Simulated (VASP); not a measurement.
# Ru (Fd-3m) in VASP: notebook, part 2 of 2

VASP 6.6.1. Earlier steps stand in the parts before.

**3. Single point, LDA**

Contents of INCAR:

```
ALGO = Normal
EDIFF = 1E-6
ENCUT = 520
GGA = CA
ISIF = 2
ISMEAR = -1
LASPH = True
LCHARG = False
LREAL = False
LWAVE = False
NBANDS = 21
NELM = 60
PREC = Accurate
SIGMA = 0.1
```

Contents of KPOINTS:

```
k-points
0
Gamma
  15 15 15
```

Contents of POSCAR:

```
Ru
1.0
    0.0000000000      2.2975988061      2.2975988061
    2.2975988061      0.0000000000      2.2975988061
    2.2975988061      2.2975988061      0.0000000000
Ru
2
Direct
   -0.1250000000     -0.1250000000     -0.1250000000
    0.1250000000      0.1250000000      0.1250000000
```

Potentials or basis: VASP PAW LDA potentials, release 64 (Ru_pv).

On the command line:

```bash
> cat potpaw_LDA.64/Ru_pv/POTCAR > POTCAR
> mpirun -np 1 vasp_std > vasp.out
```

OUTCAR:

```text
EDIFF = 1E-6
   ENCUT = 520
   GGA = CA
   ISIF = 2
   ISMEAR = -1
   LASPH = True
   LREAL = False
   NELM = 60
   PREC = Accurate

 ion  position               nearest neighbor table
   1  0.875  0.875  0.875-   2 1.99   2 1.99   2 1.99   2 1.99
   2  0.125  0.125  0.125-   1 1.99   1 1.99   1 1.99   1 1.99

  LATTYP: Found a face centered cubic cell.
 ALAT       =     4.5951976122

  Lattice vectors:

 A1 = (   0.0000000000,   2.2975988061,   2.2975988061)
 A2 = (   2.2975988061,   0.0000000000,   2.2975988061)
 A3 = (   2.2975988061,   2.2975988061,   0.0000000000)

Analysis of symmetry for initial positions (statically):
=====================================================================
 Subroutine PRICEL returns:
 Original cell was already a primitive cell.

 Routine SETGRP: Setting up the symmetry group for a
 face centered cubic supercell.

 Subroutine GETGRP returns: Found 48 space group operations
 (whereof 12 operations were pure point group operations)
 out of a pool of 48 trial point group operations.

The static configuration has the point symmetry D_3d.
 The point group associated with its full space group is O_h .

Analysis of symmetry for dynamics (positions and initial velocities):
=====================================================================
 Subroutine PRICEL returns:
 Original cell was already a primitive cell.

 Routine SETGRP: Setting up the symmetry group for a
 face centered cubic supercell.

 Subroutine GETGRP returns: Found 48 space group operations
 (whereof 12 operations were pure point group operations)
 out of a pool of 48 trial point group operations.

The dynamic configuration has the point symmetry D_3d.
 The point group associated with its full space group is O_h .
[... 109 lines left out ...]
   PSTRESS=    0.0 pullay stress
   NELECT =      28.0000    total number of electrons
   NUPDOWN=      -1.0000    fix difference up-down
   EMIN   =  10.00;   EMAX   =-10.00  energy-range for DOS
   EFERMI =   0.00;   METHOD = LEGACY
   ISMEAR =    -1;   SIGMA  =   0.10  broadening in eV -4-tet -1-fermi 0-gaus
   EFERMI_NEDOS =   21; number of points for ismear=-14 and -15
   IALGO  =     38    algorithm
   IMIX   =      4    mixing-type and parameters
     AMIX     =   0.40;   BMIX     =  1.00
     AMIX_MAG =   1.60;   BMIX_MAG =  1.00
  volume/ion in A,a.u.               =      12.13        81.85
  Fermi-wavevector in a.u.,A,eV,Ry     =   1.717289  3.245205 40.124676  2.949080
  Thomas-Fermi vector in A             =   2.794316
   LORBIT       =      0    0 simple, 1 ext, 2 COOP (PROOUT), +10 PAW based schemes
   GGA     = CA    functional components
   LHFCALC =     F    Hartree Fock is set to
   AEXX    =    0.0000 exact exchange contribution
   IVDW    =     0    specifies the selected vdW correction
   LEPSILON=     F    determine dielectric tensor
   LRPA    =     F    only Hartree local field effects (RPA)
 non-spin polarized calculation
  energy-cutoff  :      520.00
  volume of cell :       24.26
 maximum number of plane-waves:       666
   NGX = 13   NGY = 13   NGZ = 13

 number of electron      27.9999996 magnetization

 Free energy of the ion-electron system (eV)
  ---------------------------------------------------
  ext. energy  EPLUGINS =         0.00000000
  ---------------------------------------------------
  free energy    TOTEN  =       -10.98708621 eV

  energy without entropy =      -10.94897243  energy(sigma->0) =      -10.96802932

 E-fermi :  15.2856     XC(G=0): -14.6016

 val. band max:       15.2835956162   @ k =   0.2667   0.2000   0.0000
 cond. band min:      15.2968272751   @ k =   0.4000   0.2000   0.0000
 fundamental gap:      0.0132316589
 Fermi energy:        15.2856205544

 k-point     1 :       0.0000    0.0000    0.0000
  band No.  band energies     occupation
      1     -30.1249      2.00000
      2     -30.1249      2.00000
      3     -30.1249      2.00000
      4     -27.0059      2.00000
      5     -27.0059      2.00000
      6     -27.0059      2.00000
[... 565 lines left out ...]
     20      26.6316      0.00000
     21      29.4186      0.00000

 [... further k-points ...]

------------------------ aborting loop because EDIFF is reached ----------------------------------------

  FORCE on cell =-STRESS in cart. coord.  units (eV):
  Direction    XX          YY          ZZ          XY          YZ          ZX
  --------------------------------------------------------------------------------------
  -------------------------------------------------------------------------------------
  Total       39.1725561     39.1725561     39.1725561     -0.0000000     -0.0000000     -0.0000000
  in kB     2587.2590075   2587.2590075   2587.2590075     -0.0000000     -0.0000000     -0.0000000
  external PRESSURE =    2587.2590075 kB  Pullay stress =       0.0000000 kB

 VOLUME and BASIS-vectors are now :
 -----------------------------------------------------------------------------
  energy-cutoff  :      520.00
  volume of cell :       24.26
      direct lattice vectors                 reciprocal lattice vectors
     0.000000000  2.297598806  2.297598806    -0.217618497  0.217618497  0.217618497
     2.297598806  0.000000000  2.297598806     0.217618497 -0.217618497  0.217618497
     2.297598806  2.297598806  0.000000000     0.217618497  0.217618497 -0.217618497

 POSITION                                       TOTAL-FORCE (eV/Angst)
 -----------------------------------------------------------------------------------
      4.02080      4.02080      4.02080        -0.000000      0.000000      0.000000
      0.57440      0.57440      0.57440         0.000000     -0.000000     -0.000000
 -----------------------------------------------------------------------------------
    total drift:                                0.000000      0.000000      0.000000

  FREE ENERGIE OF THE ION-ELECTRON SYSTEM (eV)
  ---------------------------------------------------
  free  energy   TOTEN  =       -10.9870862138 eV

  energy  without entropy=      -10.9489724350  energy(sigma->0) =      -10.96802932
```

OSZICAR:

```text
N       E                     dE             d eps       ncg     rms          rms(c)
DAV:   1     0.308990688101E+03    0.30899E+03   -0.17457E+04  5048   0.152E+03
DAV:   2    -0.475137086511E+01   -0.31374E+03   -0.30323E+03  5248   0.463E+02
DAV:   3    -0.113755973296E+02   -0.66242E+01   -0.65984E+01  6035   0.759E+01
DAV:   4    -0.114211373050E+02   -0.45540E-01   -0.45493E-01  6095   0.616E+00
DAV:   5    -0.114215981262E+02   -0.46082E-03   -0.45888E-03  5523   0.574E-01    0.504E+01
DAV:   6    -0.111252283372E+02    0.29637E+00   -0.60665E-02  5370   0.208E+00    0.294E+01
DAV:   7    -0.109867266960E+02    0.13850E+00   -0.83810E-02  5375   0.241E+00    0.673E-01
DAV:   8    -0.109870535882E+02   -0.32689E-03   -0.31189E-03  5852   0.531E-01    0.802E-02
DAV:   9    -0.109870836957E+02   -0.30107E-04   -0.45976E-05  5748   0.704E-02    0.223E-02
DAV:  10    -0.109870864579E+02   -0.27622E-05   -0.62776E-06  5689   0.244E-02    0.377E-03
DAV:  11    -0.109870862138E+02    0.24413E-06   -0.28205E-07  3355   0.586E-03
   1 F= -.10987086E+02 E0= -.10968029E+02  d E =-.381138E-01
```

stdout:

```text
POSCAR found type information on POSCAR Ru
 POSCAR found :  1 types and       2 ions
 scaLAPACK will be used
 LDA part: xc-table for (Slater(with rela. corr.)+CA(PZ))
 , standard interpolation
 POSCAR, INCAR and KPOINTS ok, starting setup
 FFT: planning ... GRIDC
 FFT: planning ... GRID_SOFT
 FFT: planning ... GRID
 WAVECAR not read
 entering main loop
```

Wall time 12 s (1 thread of Intel Xeon 6975P-C (Granite Rapids), shared host); peak memory 0.16 GiB.

What came out:

```
Free energy            : -10.9871 eV
Pressure               : 258.7 GPa
Band gap on the k mesh : zero (band 14 reaches 16.12 eV, above the bottom of band 15 at 14.54 eV)
```

Levels at points of the mesh, in eV from the Fermi level:
```
           k point  band 11  band 12  band 13  band 14  band 15  band 16  band 17  band 18
(0.00, 0.00, 0.00)    -5.21    -5.21    -0.56    -0.56    -0.56     4.09     4.09    10.23
```
